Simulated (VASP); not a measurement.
# W (P6_3/mmc) in VASP: further runs

W is run at these levels: BLYP; tasks: single point.

All numbers are computed with VASP 6.6.1; they aren't measurements. Logs are shortened: lines on timing, memory, paths and dates and some standing lists are left out, and cuts for length are marked.

## 1. The cell of the first run

It takes space group P6_3/mmc (No. 194, hexagonal). The conventional cell has a = 2.774 Å, b = 2.774 Å, c = 9.848 Å, α = 90.00°, β = 90.00°, γ = 120.00°. Within 3.7 Å of W (site symmetry -3m) lie 12 W at 2.77 to 2.94 Å. Within 3.7 Å of W (site symmetry -6m2) lie 12 W at 2.77 to 2.94 Å.

This isn't the form of W at room conditions, which is bcc.

## 2. Single point, BLYP (16.41 Å³/atom)

File INCAR:

```
PREC = Accurate
ENCUT = 520
EDIFF = 1E-7
ISMEAR = -1
SIGMA = 0.1
LREAL = False
LASPH = True
NELM = 80
ALGO = Normal
ISIF = 2
LWAVE = False
LCHARG = False
GGA = B5
ALDAX = 1.0
AGGAX = 1.0
AGGAC = 1.0
ALDAC = 0.0
NBANDS = 36
```

File KPOINTS:

```
Automatic mesh
0
Gamma
  14 14 4
```

File POSCAR:

```
W
1.0
    2.7738509999      0.0000000000      0.0000000000
   -1.3869255000      2.4022254322      0.0000000000
    0.0000000000      0.0000000000      9.8480100289
W
4
Direct
    1.0000000000      0.0000000000      0.0000000000
    1.0000000000      0.0000000000      0.5000000000
    0.3333333333      0.6666666667      0.2500000000
    0.6666666667      0.3333333333      0.7500000000
```

Potentials or basis: VASP PAW PBE potentials, release 64 (W_sv).

Launch:

```console
> cat potpaw_PBE.64/W_sv/POTCAR > POTCAR
> mpirun -np 1 vasp_std > vasp.out
```

OUTCAR:

```text
PREC = Accurate
   ENCUT = 520
   EDIFF = 1E-7
   ISMEAR = -1
   LREAL = False
   LASPH = True
   NELM = 80
   ISIF = 2
   GGA = B5

 ion  position               nearest neighbor table
   1  0.000  0.000  0.000-   3 2.94   4 2.94   4 2.94   3 2.94   4 2.94   3 2.94
   2  0.000  0.000  0.500-   3 2.94   4 2.94   4 2.94   3 2.94   4 2.94   3 2.94
   3  0.333  0.667  0.250-   1 2.94   2 2.94   1 2.94   2 2.94   1 2.94   2 2.94
   4  0.667  0.333  0.750-   1 2.94   2 2.94   1 2.94   2 2.94   1 2.94   2 2.94

  LATTYP: Found a hexagonal cell.
 ALAT       =     2.7738509999
 C/A-ratio  =     3.5503024601

  Lattice vectors:

 A1 = (   2.7738509999,   0.0000000000,   0.0000000000)
 A2 = (  -1.3869255000,   2.4022254322,   0.0000000000)
 A3 = (   0.0000000000,   0.0000000000,   9.8480100289)

Analysis of symmetry for initial positions (statically):
=====================================================================
 Subroutine PRICEL returns:
 Original cell was already a primitive cell.

 Routine SETGRP: Setting up the symmetry group for a
 hexagonal supercell.

 Subroutine GETGRP returns: Found 24 space group operations
 (whereof 12 operations were pure point group operations)
 out of a pool of 24 trial point group operations.

The static configuration has the point symmetry D_3d.
 The point group associated with its full space group is D_6h.

Analysis of symmetry for dynamics (positions and initial velocities):
=====================================================================
 Subroutine PRICEL returns:
 Original cell was already a primitive cell.

 Routine SETGRP: Setting up the symmetry group for a
 hexagonal supercell.

 Subroutine GETGRP returns: Found 24 space group operations
 (whereof 12 operations were pure point group operations)
 out of a pool of 24 trial point group operations.

The dynamic configuration has the point symmetry D_3d.
 The point group associated with its full space group is D_6h.

 Subroutine INISYM returns: Found 24 space group operations
 (whereof 12 operations are pure point group operations),
 and found     1 'primitive' translations

----------------------------------------------------------------------------------------

                                     Primitive cell

  volume of cell :      65.6214

  direct lattice vectors                    reciprocal lattice vectors
     2.773851000  0.000000000  0.000000000     0.360509631  0.208140332  0.000000000
    -1.386925500  2.402225432  0.000000000     0.000000000  0.416280665  0.000000000
     0.000000000  0.000000000  9.848010029     0.000000000  0.000000000  0.101543357

  length of vectors
     2.773851000  2.773851000  9.848010029     0.416280665  0.416280665  0.101543357

  position of ions in fractional coordinates (direct lattice)
     0.000000000  0.000000000  0.000000000
     0.000000000  0.000000000  0.500000000
     0.333333333  0.666666667  0.250000000
     0.666666667  0.333333333  0.750000000

  ion indices of the primitive-cell ions
   primitive index   ion index
                 1           1
                 2           2
                 3           3
                 4           4

----------------------------------------------------------------------------------------

 KPOINTS: Automatic mesh

Automatic generation of k-mesh.
 Grid dimensions read from file:
 generate k-points for:   14   14    4

 Generating k-lattice:

  Cartesian coordinates                     Fractional coordinates (reciprocal lattice)
     0.025750688  0.014867167  0.000000000     0.071428571  0.000000000  0.000000000
     0.000000000  0.029734333  0.000000000     0.000000000  0.071428571  0.000000000
     0.000000000  0.000000000  0.025385839     0.000000000  0.000000000  0.250000000

  Length of vectors
     0.029734333  0.029734333  0.025385839

  Shift w.r.t. Gamma in fractional coordinates (k-lattice)
     0.000000000  0.000000000  0.000000000

 Subroutine IBZKPT returns following result:
 ===========================================

 Found     72 irreducible k-points:

 Following reciprocal coordinates:
            Coordinates               Weight
  0.000000  0.000000  0.000000      1.000000
  0.071429  0.000000  0.000000      6.000000
  0.142857  0.000000  0.000000      6.000000
  0.214286  0.000000  0.000000      6.000000
  0.285714  0.000000  0.000000      6.000000
  0.357143  0.000000  0.000000      6.000000
[... 16 lines left out ...]
  0.285714  0.285714  0.000000      6.000000
  0.357143  0.285714  0.000000      6.000000
 [... further k-points ...]
   k-points           NKPTS =     72   k-points in BZ     NKDIM =     72   number of bands    NBANDS=     36
   number of dos      NEDOS =    301   number of ions     NIONS =      4
   total plane-waves  NPLWV =  46080
   dimension x,y,z NGX =    24 NGY =   24 NGZ =   80
   dimension x,y,z NGXF=    48 NGYF=   48 NGZF=  160
   ions per type =               4
   NGX,Y,Z   is equivalent  to a cutoff of  14.38, 14.38, 13.50 a.u.
   NGXF,Y,Z  is equivalent  to a cutoff of  28.77, 28.77, 27.01 a.u.
 SYSTEM =  unknown system
   PREC   = accura    normal or accurate (medium, high low for compatibility)
   ISTART =      0    job   : 0-new  1-cont  2-samecut
   ICHARG =      2    charge: 1-file 2-atom 10-const
   ISPIN  =      1    spin polarized calculation?
   LNONCOLLINEAR =      F non collinear calculations
   LSORBIT =      F    spin-orbit coupling
   LASPH  =      T    aspherical Exc in radial PAW
   ENCUT  =  520.0 eV  38.22 Ry    6.18 a.u.   5.16  5.16 18.31*2*pi/ulx,y,z
   NELM   =     80;   NELMIN=  2; NELMDL= -5     # of ELM steps
   EDIFF  = 0.1E-06   stopping-criterion for ELM
   LREAL  =      F    real-space projection
   EDIFFG = 0.1E-05   stopping-criterion for IOM
   NSW    =      0    number of steps for IOM
   IBRION =     -1    ionic relax: 0-MD 1-quasi-New 2-CG
   NFREE  =      0    steps in history (QN), initial steepest desc. (CG)
   ISIF   =      2    stress and relaxation
   ISYM   =      2    0-nonsym 1-usesym 2-fastsym
   POTIM  = 0.5000    time-step for ionic-motion
   TEBEG  =    0.0;   TEEND  =   0.0 temperature during run
   PSTRESS=    0.0 pullay stress
   NELECT =      56.0000    total number of electrons
   NUPDOWN=      -1.0000    fix difference up-down
   EMIN   =  10.00;   EMAX   =-10.00  energy-range for DOS
   EFERMI =   0.00;   METHOD = LEGACY
   ISMEAR =    -1;   SIGMA  =   0.10  broadening in eV -4-tet -1-fermi 0-gaus
   EFERMI_NEDOS =   21; number of points for ismear=-14 and -15
   IALGO  =     38    algorithm
   IMIX   =      4    mixing-type and parameters
     AMIX     =   0.40;   BMIX     =  1.00
     AMIX_MAG =   1.60;   BMIX_MAG =  1.00
  volume/ion in A,a.u.               =      16.41       110.71
  Fermi-wavevector in a.u.,A,eV,Ry     =   1.552825  2.934413 32.807239  2.411264
  Thomas-Fermi vector in A             =   2.657144
   LORBIT       =      0    0 simple, 1 ext, 2 COOP (PROOUT), +10 PAW based schemes
   GGA     = B5    functional components
   LHFCALC =     F    Hartree Fock is set to
   AEXX    =    0.0000 exact exchange contribution
   IVDW    =     0    specifies the selected vdW correction
   LEPSILON=     F    determine dielectric tensor
   LRPA    =     F    only Hartree local field effects (RPA)
 non-spin polarized calculation
  energy-cutoff  :      520.00
  volume of cell :       65.62
 maximum number of plane-waves:      1784
 NGX is ok and might be reduce to    24
   NGX = 11   NGY = 11   NGZ = 37

 number of electron      56.0000004 magnetization

 Free energy of the ion-electron system (eV)
  ---------------------------------------------------
  ext. energy  EPLUGINS =         0.00000000
  ---------------------------------------------------
  free energy    TOTEN  =       -43.32877522 eV

  energy without entropy =      -43.19819840  energy(sigma->0) =      -43.26348681

 E-fermi :  11.1663     XC(G=0): -12.7792

 val. band max:       11.1579410118   @ k =   0.4286   0.0714   0.2500
 cond. band min:      11.1822912971   @ k =   0.3571   0.2143   0.2500
 fundamental gap:      0.0243502853
 Fermi energy:        11.1662824041

 k-point     1 :       0.0000    0.0000    0.0000
  band No.  band energies     occupation
      1     -62.1903      2.00000
      2     -62.1670      2.00000
      3     -62.1292      2.00000
      4     -62.1057      2.00000
      5     -27.2028      2.00000
      6     -26.7614      2.00000
[... 28 lines left out ...]
     35      14.0828      0.00000
     36      14.0828      0.00000

 k-point     2 :       0.0714    0.0000    0.0000
  band No.  band energies     occupation
      1     -62.1844      2.00000
      2     -62.1619      2.00000
      3     -62.1240      2.00000
      4     -62.1013      2.00000
      5     -27.1843      2.00000
      6     -26.7571      2.00000
[... 28 lines left out ...]
     35      14.1241      0.00000
     36      14.1765      0.00000

 k-point     3 :       0.1429    0.0000    0.0000
  band No.  band energies     occupation
      1     -62.1677      2.00000
      2     -62.1474      2.00000
      3     -62.1096      2.00000
      4     -62.0891      2.00000
      5     -27.1311      2.00000
      6     -26.7501      2.00000
[... 28 lines left out ...]
     35      14.1227      0.00000
     36      14.3431      0.00000
[... 742 lines left out ...]
 k-point    23 :       0.2857    0.2857    0.0000
  band No.  band energies     occupation
      1     -62.0545      2.00000
      2     -62.0532      2.00000
      3     -62.0153      2.00000
      4     -62.0140      2.00000
      5     -27.0590      2.00000
      6     -27.0217      2.00000
[... 28 lines left out ...]
     35      15.3961      0.00000
     36      15.6505      0.00000

 k-point    24 :       0.3571    0.2857    0.0000
  band No.  band energies     occupation
      1     -62.0502      2.00000
      2     -62.0500      2.00000
      3     -62.0121      2.00000
      4     -62.0117      2.00000
      5     -27.0347      2.00000
      6     -26.9835      2.00000
[... 28 lines left out ...]
     35      15.1457      0.00000
     36      15.4578      0.00000

 [... further k-points ...]

------------------------ aborting loop because EDIFF is reached ----------------------------------------

  FORCE on cell =-STRESS in cart. coord.  units (eV):
  Direction    XX          YY          ZZ          XY          YZ          ZX
  --------------------------------------------------------------------------------------
  -------------------------------------------------------------------------------------
  Total        5.7437335      5.7437335      4.4771228     -0.0000000     -0.0000000      0.0000000
  in kB      140.2359930    140.2359930    109.3110885     -0.0000000     -0.0000000      0.0000000
  external PRESSURE =     129.9276915 kB  Pullay stress =       0.0000000 kB

 VOLUME and BASIS-vectors are now :
 -----------------------------------------------------------------------------
  energy-cutoff  :      520.00
  volume of cell :       65.62
      direct lattice vectors                 reciprocal lattice vectors
     2.773851000  0.000000000  0.000000000     0.360509631  0.208140332  0.000000000
    -1.386925500  2.402225432  0.000000000     0.000000000  0.416280665  0.000000000
     0.000000000  0.000000000  9.848010029     0.000000000  0.000000000  0.101543357

 POSITION                                       TOTAL-FORCE (eV/Angst)
 -----------------------------------------------------------------------------------
      0.00000      0.00000      0.00000         0.000000     -0.000000     -0.000000
      0.00000      0.00000      4.92401         0.000000     -0.000000     -0.000000
     -0.00000      1.60148      2.46200         0.000000      0.000000     -0.000000
      1.38693      0.80074      7.38601        -0.000000      0.000000      0.000000
 -----------------------------------------------------------------------------------
    total drift:                               -0.000000      0.000000     -0.000000

  FREE ENERGIE OF THE ION-ELECTRON SYSTEM (eV)
  ---------------------------------------------------
  free  energy   TOTEN  =       -43.3287752187 eV

  energy  without entropy=      -43.1981983980  energy(sigma->0) =      -43.26348681
```

Wall time 94 s (1 thread of Intel Xeon 6975P-C (Granite Rapids), shared host); peak memory 0.27 GiB.

What came out:

```yaml
Free_energy: -43.3288 eV
Pressure: 13.0 GPa
Band_gap_on_the_k_mesh: zero (bands 28 and 29 overlap by 2.16 eV)
```

Stress tensor (GPa, compression positive):
```
14.02  0.00  0.00
 0.00 14.02  0.00
 0.00  0.00 10.93
```

Caveat: the cell stands under pressure; the PAW data sets were made with another functional, which shifts forces and pressure a little; spin-orbit coupling is left out, which moves the levels of the heavy elements.

## 3. Single point, BLYP (17.09 Å³/atom)

This run uses another cell than the first one, of 17.09 Å³/atom.

File INCAR:

```
  PREC = Accurate
  ENCUT = 520
  EDIFF = 1E-6
  ISMEAR = -1
  SIGMA = 0.1
  LREAL = F
  LASPH = T
  NELM = 100
  ALGO = Normal
  ISIF = 2
  LWAVE = F
  LCHARG = T
  GGA = B5
  ALDAX = 1.0
  AGGAX = 1.0
  AGGAC = 1.0
  ALDAC = 0.0
  LELF = T
  LVHAR = T
  NBANDS = 36
```

File KPOINTS:

```
regular mesh
0
Gamma
  14 14 4
```

File POSCAR:

```
W
1.0
    2.8118536812      0.0000000000      0.0000000000
   -1.4059268406      2.4351367196      0.0000000000
    0.0000000000      0.0000000000      9.9829310417
W
4
Direct
    1.0000000000      0.0000000000      0.0000000000
    1.0000000000      0.0000000000      0.5000000000
    0.3333333333      0.6666666667      0.2500000000
    0.6666666667      0.3333333333      0.7500000000
```

Potentials or basis: VASP PAW PBE potentials, release 64 (W_sv).

Launch:

```console
> cat potpaw_PBE.64/W_sv/POTCAR > POTCAR
> mpirun -np 1 vasp_std > vasp.out
```

Wall time 93 s (1 thread of Intel Xeon 6975P-C (Granite Rapids), shared host); peak memory 0.27 GiB.

The run converged. Its results:

```yaml
Free_energy: -43.4488 eV
Pressure: 1.3 GPa
Band_gap_on_the_k_mesh: zero (bands 28 and 29 overlap by 2.07 eV)
```

Stress tensor (GPa, compression positive):
```
1.49 0.00 0.00
0.00 1.49 0.00
0.00 0.00 0.85
```

Levels at points of the mesh, in eV from the Fermi level:
| k point | band 26 | band 27 | band 28 | band 29 | band 30 | band 31 |
| --- | --- | --- | --- | --- | --- | --- |
| (0.00, 0.00, 0.00) | -0.44 | -0.44 | -0.20 | -0.20 | -0.04 | -0.04 |
| (0.50, 0.00, 0.00) | -0.45 | -0.22 | 1.53 | 1.54 | 1.60 | 2.36 |
| (0.00, 0.00, 0.50) | -0.47 | -0.47 | -0.47 | -0.18 | -0.18 | -0.18 |
| (0.50, 0.00, 0.50) | 0.07 | 0.24 | 0.24 | 0.69 | 0.69 | 3.28 |

Caveat: the PAW data sets were made with another functional, which shifts forces and pressure a little; spin-orbit coupling is left out, which moves the levels of the heavy elements.

## 4. Single point, BLYP (17.77 Å³/atom)

This run uses another cell than the first one, of 17.77 Å³/atom.

File INCAR:

```
SYSTEM = W
PREC = Accurate
ENCUT = 520
EDIFF = 1E-7
ISMEAR = -1
SIGMA = 0.1
LREAL = .FALSE.
LASPH = .TRUE.
NELM = 80
ALGO = Normal
ISIF = 2
LWAVE = .FALSE.
LCHARG = .TRUE.
GGA = B5
ALDAX = 1.0
AGGAX = 1.0
AGGAC = 1.0
ALDAC = 0.0
LELF = .TRUE.
LVHAR = .TRUE.
NBANDS = 36
```

File KPOINTS:

```
Automatic mesh
0
G
  14 14 4
  0 0 0
```

File POSCAR:

```
W
1.0
    2.8488559992      0.0000000000      0.0000000000
   -1.4244279996      2.4671816671      0.0000000000
    0.0000000000      0.0000000000     10.1143004626
W
4
Direct
    1.0000000000      0.0000000000      0.0000000000
    1.0000000000      0.0000000000      0.5000000000
    0.3333333333      0.6666666667      0.2500000000
    0.6666666667      0.3333333333      0.7500000000
```

Launch:

```console
> cat potpaw_PBE.64/W_sv/POTCAR > POTCAR
> mpirun -np 1 vasp_std > vasp.out
```

It took 1.8 min on 1 thread of Intel Xeon 6975P-C (Granite Rapids), shared host; peak memory 0.27 GiB.

Results (log left out):

```
Free energy            : -43.3894 eV
Pressure               : -8.1 GPa
Band gap on the k mesh : zero (bands 28 and 29 overlap by 1.99 eV)
```

Stress tensor (GPa, compression positive):
```
-8.51  0.00  0.00
 0.00 -8.51  0.00
 0.00  0.00 -7.29
```

Levels at points of the mesh, in eV from the Fermi level:
```csv
k point,band 26,band 27,band 28,band 29,band 30,band 31
"(0.00, 0.00, 0.00)",-0.40,-0.40,-0.18,-0.18,-0.09,-0.02
"(0.50, 0.00, 0.00)",-0.45,-0.19,1.47,1.47,1.48,2.20
"(0.00, 0.00, 0.50)",-0.43,-0.43,-0.43,-0.16,-0.16,-0.16
"(0.50, 0.00, 0.50)",0.03,0.25,0.25,0.63,0.63,3.12
```

Caveat: the cell stands under tension; the PAW data sets were made with another functional, which shifts forces and pressure a little; spin-orbit coupling is left out, which moves the levels of the heavy elements.

## 5. Overview

```tsv
cell	gap on the mesh (eV)	pressure (GPa)
a = 2.774, b = 2.774, c = 9.848 Å, angles 90.0, 90.0, 120.0°, 4 atoms	none	13.0
a = 2.812, b = 2.812, c = 9.983 Å, angles 90.0, 90.0, 120.0°, 4 atoms	none	1.3
a = 2.849, b = 2.849, c = 10.114 Å, angles 90.0, 90.0, 120.0°, 4 atoms	none	-8.1
```

Alike in all rows: task single point; level BLYP; potentials or basis VASP PAW PBE potentials, release 64 (W_sv); no spin polarisation; k mesh 14 × 14 × 4; cutoff (eV) 520; smearing fermi-dirac 0.1 eV.

Caveats: the PAW data sets were made with another functional, which shifts forces and pressure a little; spin-orbit coupling is left out, which moves the levels of the heavy elements; the cell stands under pressure (at least some runs); the cell stands under tension (at least some runs).

Absolute energies hang on the potentials; compare differences alone.

The gap in the log of VASP goes by the Fermi energy; the results here count the filled bands.